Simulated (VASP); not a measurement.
# TiO2 (I4/m) in VASP: further runs

The runs below take TiO2 through single point, with PBE.

Everything below comes from runs of VASP 6.6.1. Logs are shortened: lines on timing, memory, paths and dates and some standing lists are left out, and cuts for length are marked.

### Step 1. The cell of the first run

The structure is tetragonal, space group I4/m (No. 87). The conventional cell has a = 8.757 Å, b = 8.757 Å, c = 3.763 Å, α = 90.00°, β = 90.00°, γ = 90.00°. Ti (site symmetry m) has 6 O at 1.77 to 2.36 Å within 2.4 Å. O (site symmetry m) has 4 Ti at 1.95 to 2.36 Å and 5 O at 2.66 to 2.67 Å within 2.7 Å. O (site symmetry m) has 2 Ti at 1.77 to 1.84 Å within 2.4 Å.

### Step 2. Single point, PBE

The input, INCAR:

```
SYSTEM = TiO2
ALGO     = Normal         ! electronic algorithm
EDIFF    = 1E-6           ! SCF threshold, eV
ENCUT    = 520            ! plane-wave cutoff, eV
GGA      = PE             ! functional
ISIF     = 2              ! what is computed and relaxed
ISMEAR   = 0              ! smearing method
LASPH    = .True.         ! aspherical terms in the spheres
LCHARG   = .False.        ! write CHGCAR
LREAL    = .False.        ! projectors in reciprocal space
LWAVE    = .False.        ! write WAVECAR
NBANDS   = 60             ! bands
NELM     = 80             ! most SCF steps
PREC     = Accurate       ! precision mode
SIGMA    = 0.02           ! smearing width, eV
```

The input, KPOINTS:

```
k-points
0
Gamma
  8 8 8
  0 0 0
```

The input, POSCAR:

```
TiO2
1.0
   -4.3783873141      4.3783873141      1.8816656088
    4.3783873141     -4.3783873141      1.8816656088
    4.3783873141      4.3783873141     -1.8816656088
Ti O
4 8
Direct
    0.2905170243      0.0104764694      0.3009934937
    0.0104764694      0.7094829757      0.7199594452
    0.9895235306      0.2905170243      0.2800405548
    0.7094829757      0.9895235306      0.6990065063
    0.4948632943      0.1522403291      0.6471036234
    0.1623317748      0.8433850444      0.0057168192
    0.1522403291      0.5051367057      0.6573770348
    0.1566149556      0.1623317748      0.3189467304
    0.8433850444      0.8376682252      0.6810532696
    0.8477596709      0.4948632943      0.3426229652
    0.8376682252      0.1566149556      0.9942831808
    0.5051367057      0.8477596709      0.3528963766
```

Potentials or basis: VASP PAW PBE potentials, release 64 (Ti_sv, O).

Command:

```bash
$ cat potpaw_PBE.64/Ti_sv/POTCAR potpaw_PBE.64/O/POTCAR > POTCAR
$ mpirun -np 1 vasp_std > vasp.out
```

OUTCAR:

```text
SYSTEM = TiO2
   EDIFF = 1E-6
   ENCUT = 520
   GGA = PE
   ISIF = 2
   ISMEAR = 0
   LASPH = .True.
   LREAL = .False.
   NELM = 80
   PREC = Accurate

 ion  position               nearest neighbor table
   1  0.291  0.010  0.301-   8 1.77   6 1.84  10 1.95  10 1.95   5 2.18  12 2.36
   2  0.010  0.709  0.720-   6 1.77   9 1.84   5 1.95   5 1.95   7 2.18  10 2.36
   3  0.990  0.291  0.280-  11 1.77   8 1.84  12 1.95  12 1.95  10 2.18   7 2.36
   4  0.709  0.990  0.699-   9 1.77  11 1.84   7 1.95   7 1.95  12 2.18   5 2.36
   5  0.495  0.152  0.647-   2 1.95   2 1.95   1 2.18   4 2.36
   6  0.162  0.843  0.006-   2 1.77   1 1.84
   7  0.152  0.505  0.657-   4 1.95   4 1.95   2 2.18   3 2.36
   8  0.157  0.162  0.319-   1 1.77   3 1.84
   9  0.843  0.838  0.681-   4 1.77   2 1.84
  10  0.848  0.495  0.343-   1 1.95   1 1.95   3 2.18   2 2.36
  11  0.838  0.157  0.994-   3 1.77   4 1.84
  12  0.505  0.848  0.353-   3 1.95   3 1.95   4 2.18   1 2.36

  LATTYP: Found a body centered tetragonal cell.
 ALAT       =     8.7567746282
 C/A-ratio  =     0.4297622558

  Lattice vectors:

 A1 = (  -4.3783873141,   4.3783873141,   1.8816656088)
 A2 = (   4.3783873141,  -4.3783873141,   1.8816656088)
 A3 = (   4.3783873141,   4.3783873141,  -1.8816656088)

Analysis of symmetry for initial positions (statically):
=====================================================================
 Subroutine PRICEL returns:
 Original cell was already a primitive cell.

 Routine SETGRP: Setting up the symmetry group for a
 body centered tetragonal supercell.

 Subroutine GETGRP returns: Found  8 space group operations
 (whereof  8 operations were pure point group operations)
 out of a pool of 16 trial point group operations.

The static configuration has the point symmetry C_4h.

Analysis of symmetry for dynamics (positions and initial velocities):
=====================================================================
 Subroutine PRICEL returns:
 Original cell was already a primitive cell.

 Routine SETGRP: Setting up the symmetry group for a
 body centered tetragonal supercell.

 Subroutine GETGRP returns: Found  8 space group operations
 (whereof  8 operations were pure point group operations)
 out of a pool of 16 trial point group operations.

The dynamic configuration has the point symmetry C_4h.

 Subroutine INISYM returns: Found  8 space group operations
 (whereof  8 operations are pure point group operations),
 and found     1 'primitive' translations

----------------------------------------------------------------------------------------

                                     Primitive cell

  volume of cell :     144.2882

  direct lattice vectors                    reciprocal lattice vectors
    -4.378387314  4.378387314  1.881665609     0.000000000  0.114197298  0.265722027
     4.378387314 -4.378387314  1.881665609     0.114197298  0.000000000  0.265722027
     4.378387314  4.378387314 -1.881665609     0.114197298  0.114197298  0.000000000

  length of vectors
     6.471569857  6.471569857  6.471569857     0.289221746  0.289221746  0.161499367

  position of ions in fractional coordinates (direct lattice)
     0.290517024  0.010476469  0.300993494
     0.010476469  0.709482976  0.719959445
     0.989523531  0.290517024  0.280040555
     0.709482976  0.989523531  0.699006506
     0.494863294  0.152240329  0.647103623
     0.162331775  0.843385044  0.005716819
     0.152240329  0.505136706  0.657377035
     0.156614956  0.162331775  0.318946730
     0.843385044  0.837668225  0.681053270
     0.847759671  0.494863294  0.342622965
     0.837668225  0.156614956  0.994283181
     0.505136706  0.847759671  0.352896377

  ion indices of the primitive-cell ions
   primitive index   ion index
                 1           1
                 2           2
                 3           3
                 4           4
                 5           5
                 6           6
                 7           7
                 8           8
                 9           9
                10          10
                11          11
                12          12

----------------------------------------------------------------------------------------

 KPOINTS: k-points

Automatic generation of k-mesh.
 Grid dimensions read from file:
 generate k-points for:    8    8    8

 Generating k-lattice:

  Cartesian coordinates                     Fractional coordinates (reciprocal lattice)
     0.000000000  0.014274662  0.033215253     0.125000000 -0.000000000  0.000000000
     0.014274662  0.000000000  0.033215253    -0.000000000  0.125000000  0.000000000
     0.014274662  0.014274662  0.000000000     0.000000000  0.000000000  0.125000000

  Length of vectors
     0.036152718  0.036152718  0.020187421

  Shift w.r.t. Gamma in fractional coordinates (k-lattice)
     0.000000000  0.000000000  0.000000000

 Subroutine IBZKPT returns following result:
 ===========================================

 Found     78 irreducible k-points:

 Following reciprocal coordinates:
            Coordinates               Weight
  0.000000  0.000000  0.000000      1.000000
  0.125000  0.000000 -0.000000      8.000000
  0.250000  0.000000 -0.000000      8.000000
  0.375000  0.000000 -0.000000      8.000000
  0.500000  0.000000 -0.000000      4.000000
  0.125000  0.125000 -0.000000      8.000000
[... 16 lines left out ...]
 -0.375000  0.250000 -0.000000      8.000000
 -0.250000  0.375000  0.000000      8.000000
 [... further k-points ...]
   k-points           NKPTS =     78   k-points in BZ     NKDIM =     78   number of bands    NBANDS=     60
   number of dos      NEDOS =    301   number of ions     NIONS =     12
   total plane-waves  NPLWV = 110592
   dimension x,y,z NGX =    48 NGY =   48 NGZ =   48
   dimension x,y,z NGXF=    96 NGYF=   96 NGZF=   96
   ions per type =               4   8
   NGX,Y,Z   is equivalent  to a cutoff of  12.33, 12.33, 12.33 a.u.
   NGXF,Y,Z  is equivalent  to a cutoff of  24.66, 24.66, 24.66 a.u.
 SYSTEM =  TiO2
   PREC   = accura    normal or accurate (medium, high low for compatibility)
   ISTART =      0    job   : 0-new  1-cont  2-samecut
   ICHARG =      2    charge: 1-file 2-atom 10-const
   ISPIN  =      1    spin polarized calculation?
   LNONCOLLINEAR =      F non collinear calculations
   LSORBIT =      F    spin-orbit coupling
   LASPH  =      T    aspherical Exc in radial PAW
   ENCUT  =  520.0 eV  38.22 Ry    6.18 a.u.  12.03 12.03 12.03*2*pi/ulx,y,z
   NELM   =     80;   NELMIN=  2; NELMDL= -5     # of ELM steps
   EDIFF  = 0.1E-05   stopping-criterion for ELM
   LREAL  =      F    real-space projection
   EDIFFG = 0.1E-04   stopping-criterion for IOM
   NSW    =      0    number of steps for IOM
   IBRION =     -1    ionic relax: 0-MD 1-quasi-New 2-CG
   NFREE  =      0    steps in history (QN), initial steepest desc. (CG)
   ISIF   =      2    stress and relaxation
   ISYM   =      2    0-nonsym 1-usesym 2-fastsym
   POTIM  = 0.5000    time-step for ionic-motion
   TEBEG  =    0.0;   TEEND  =   0.0 temperature during run
   PSTRESS=    0.0 pullay stress
   NELECT =      96.0000    total number of electrons
   NUPDOWN=      -1.0000    fix difference up-down
   EMIN   =  10.00;   EMAX   =-10.00  energy-range for DOS
   EFERMI =   0.00;   METHOD = LEGACY
   ISMEAR =     0;   SIGMA  =   0.02  broadening in eV -4-tet -1-fermi 0-gaus
   EFERMI_NEDOS =   21; number of points for ismear=-14 and -15
   IALGO  =     38    algorithm
   IMIX   =      4    mixing-type and parameters
     AMIX     =   0.40;   BMIX     =  1.00
     AMIX_MAG =   1.60;   BMIX_MAG =  1.00
  volume/ion in A,a.u.               =      12.02        81.14
  Fermi-wavevector in a.u.,A,eV,Ry     =   1.429185  2.700767 27.790831  2.042568
  Thomas-Fermi vector in A             =   2.549166
   LORBIT       =      0    0 simple, 1 ext, 2 COOP (PROOUT), +10 PAW based schemes
   GGA     = PE    functional components
   LHFCALC =     F    Hartree Fock is set to
   AEXX    =    0.0000 exact exchange contribution
   IVDW    =     0    specifies the selected vdW correction
   LEPSILON=     F    determine dielectric tensor
   LRPA    =     F    only Hartree local field effects (RPA)
 non-spin polarized calculation
 Gauss-broadening in eV      SIGMA  =   0.02
  energy-cutoff  :      520.00
  volume of cell :      144.29
 maximum number of plane-waves:      3914
   NGX = 25   NGY = 25   NGZ = 25

 number of electron      96.0000002 magnetization

 Free energy of the ion-electron system (eV)
  ---------------------------------------------------
  ext. energy  EPLUGINS =         0.00000000
  ---------------------------------------------------
  free energy    TOTEN  =      -107.32248429 eV

  energy without entropy =     -107.32248429  energy(sigma->0) =     -107.32248429

 E-fermi :   3.1540     XC(G=0): -10.3737

 val. band max:        2.9170739400   @ k =   0.5000   0.5000   0.5000
 cond. band min:       4.8192266811   @ k =   0.0000   0.0000   0.0000
 fundamental gap:      1.9021527410
 Fermi energy:         3.1540114491

 k-point     1 :       0.0000    0.0000    0.0000
  band No.  band energies     occupation
      1     -53.3925      2.00000
      2     -53.3751      2.00000
      3     -53.3751      2.00000
      4     -53.3602      2.00000
      5     -29.8223      2.00000
      6     -29.7991      2.00000
[... 52 lines left out ...]
     59       7.7295      0.00000
     60       7.7935      0.00000

 k-point     2 :       0.1250    0.0000   -0.0000
  band No.  band energies     occupation
      1     -53.3910      2.00000
      2     -53.3748      2.00000
      3     -53.3748      2.00000
      4     -53.3610      2.00000
      5     -29.8164      2.00000
      6     -29.7977      2.00000
[... 1383 lines left out ...]
      4     -53.3625      2.00000
      5     -29.8062      2.00000
      6     -29.7958      2.00000
[... 52 lines left out ...]
     59       7.4640      0.00000
     60       7.6350      0.00000

 [... further k-points ...]

------------------------ aborting loop because EDIFF is reached ----------------------------------------

  FORCE on cell =-STRESS in cart. coord.  units (eV):
  Direction    XX          YY          ZZ          XY          YZ          ZX
  --------------------------------------------------------------------------------------
  -------------------------------------------------------------------------------------
  Total        2.4037985      2.4037985      2.2627197     -0.0000019     -0.0000000      0.0000000
  in kB       26.6917998     26.6917998     25.1252589     -0.0000215     -0.0000000      0.0000000
  external PRESSURE =      26.1696195 kB  Pullay stress =       0.0000000 kB

 VOLUME and BASIS-vectors are now :
 -----------------------------------------------------------------------------
  energy-cutoff  :      520.00
  volume of cell :      144.29
      direct lattice vectors                 reciprocal lattice vectors
    -4.378387314  4.378387314  1.881665609     0.000000000  0.114197298  0.265722027
     4.378387314 -4.378387314  1.881665609     0.114197298  0.000000000  0.265722027
     4.378387314  4.378387314 -1.881665609     0.114197298  0.114197298  0.000000000

 POSITION                                       TOTAL-FORCE (eV/Angst)
 -----------------------------------------------------------------------------------
      0.09174      2.54399      0.00000        -0.021772      0.087301     -0.000000
      6.21278      0.09174     -0.00000        -0.087301     -0.021772      0.000000
     -1.83440      4.28665      1.88167         0.087301      0.021772     -0.000000
      4.28665      1.83440      1.88167         0.021772     -0.087301      0.000000
      1.33313      4.33341      0.00000        -0.011512      0.001794     -0.000000
      3.00695     -2.95688      1.88167         0.018087      0.029400      0.000000
      4.42337      1.33313      0.00000        -0.001794     -0.011512     -0.000000
      1.42150      1.37144      0.00000         0.029400     -0.018087     -0.000000
      2.95688      3.00695      1.88167        -0.029400      0.018087     -0.000000
     -0.04498      3.04525      1.88167         0.001794      0.011512      0.000000
      1.37144      7.33527      0.00000        -0.018087     -0.029400     -0.000000
      3.04525      0.04498      1.88167         0.011512     -0.001794      0.000000
 -----------------------------------------------------------------------------------
    total drift:                               -0.000000     -0.000000      0.000000

  FREE ENERGIE OF THE ION-ELECTRON SYSTEM (eV)
  ---------------------------------------------------
  free  energy   TOTEN  =      -107.3224842945 eV

  energy  without entropy=     -107.3224842945  energy(sigma->0) =     -107.32248429
```

It took 9.8 min on 1 thread of Intel Xeon 6975P-C (Granite Rapids), shared host; peak memory 0.64 GiB.

Results:

```yaml
Free_energy: -107.3225 eV
Pressure: 2.6 GPa
Largest_force: 0.090 eV/Å
Band_gap_on_the_k_mesh: 1.90 eV (least direct gap 2.55 eV)
```

Forces in eV/Å, atoms in the order of the input:
```
Ti  -0.022  0.087  0.000
Ti  -0.087 -0.022  0.000
Ti   0.087  0.022  0.000
Ti   0.022 -0.087  0.000
O   -0.012  0.002  0.000
O    0.018  0.029  0.000
O   -0.002 -0.012  0.000
O    0.029 -0.018  0.000
O   -0.029  0.018  0.000
O    0.002  0.012  0.000
O   -0.018 -0.029  0.000
O    0.012 -0.002  0.000
```

A k mesh can miss the band edges.

### Step 3. Single point, PBE

This run uses another cell than the first one, of 11.83 Å³/atom.

The input, INCAR:

```
SYSTEM = TiO2
ALGO = Normal
EDIFF = 1E-6
ENCUT = 520
GGA = PE
ISIF = 2
ISMEAR = 0
LASPH = .True.
LCHARG = .True.
LELF = .True.
LREAL = .False.
LVHAR = .True.
LWAVE = .False.
NBANDS = 60
NELM = 60
PREC = Accurate
SIGMA = 0.02
```

KPOINTS is that of step 2.

The input, POSCAR:

```
TiO2
1.0
   -4.3453799294      4.3453799294      1.8787869316
    4.3453799294     -4.3453799294      1.8787869316
    4.3453799294      4.3453799294     -1.8787869316
Ti O
4 8
Direct
    0.2914623430      0.0092723462      0.3007346892
    0.0092723462      0.7085376570      0.7178100032
    0.9907276538      0.2914623430      0.2821899968
    0.7085376570      0.9907276538      0.6992653108
    0.4969134780      0.1520667032      0.6489801812
    0.1631499488      0.8426453996      0.0057953484
    0.1520667032      0.5030865220      0.6551532252
    0.1573546004      0.1631499488      0.3205045491
    0.8426453996      0.8368500512      0.6794954509
    0.8479332968      0.4969134780      0.3448467748
    0.8368500512      0.1573546004      0.9942046516
    0.5030865220      0.8479332968      0.3510198188
```

Potentials or basis: VASP PAW PBE potentials, release 64 (Ti_sv, O).

Command:

```bash
$ cat potpaw_PBE.64/Ti_sv/POTCAR potpaw_PBE.64/O/POTCAR > POTCAR
$ mpirun -np 1 vasp_std > vasp.out
```

Run time: 28 min. Hardware: 1 thread of Oxide Virtual Turin-like, shared host; peak memory 0.6 GiB.

Results (log left out):

| Property | Result |
| --- | --- |
| Free energy | -107.2620 eV |
| Pressure | 5.6 GPa |
| Largest force | 0.087 eV/Å |
| Band gap on the k mesh | 1.81 eV (least direct gap 2.48 eV) |

Forces on the atoms (eV/Å):
```
Ti  -0.016  0.085  0.000
Ti  -0.085 -0.016  0.000
Ti   0.085  0.016  0.000
Ti   0.016 -0.085  0.000
O   -0.010  0.001  0.000
O    0.012  0.025  0.000
O   -0.001 -0.010  0.000
O    0.025 -0.012  0.000
O   -0.025  0.012  0.000
O    0.001  0.010  0.000
O   -0.012 -0.025  0.000
O    0.010 -0.001  0.000
```

Stress tensor (GPa, compression positive):
```
5.68 0.00 0.00
0.00 5.68 0.00
0.00 0.00 5.52
```

Levels at points of the mesh, in eV from the valence-band top:
| k point | band 46 | band 47 | band 48 | band 49 | band 50 | band 51 |
| --- | --- | --- | --- | --- | --- | --- |
| (0.00, 0.00, 0.00) | -0.89 | -0.89 | -0.68 | 1.81 | 3.10 | 3.10 |
| (0.50, 0.00, 0.00) | -0.71 | -0.65 | -0.35 | 2.92 | 3.29 | 3.34 |
| (0.50, 0.50, 0.00) | -0.93 | -0.88 | -0.65 | 2.41 | 2.62 | 2.85 |
| (0.50, 0.50, 0.50) | -1.08 | -1.08 | 0.00 | 2.93 | 2.93 | 3.00 |

Caveat: the cell stands under pressure.

(Continued in part 2 of 2.)
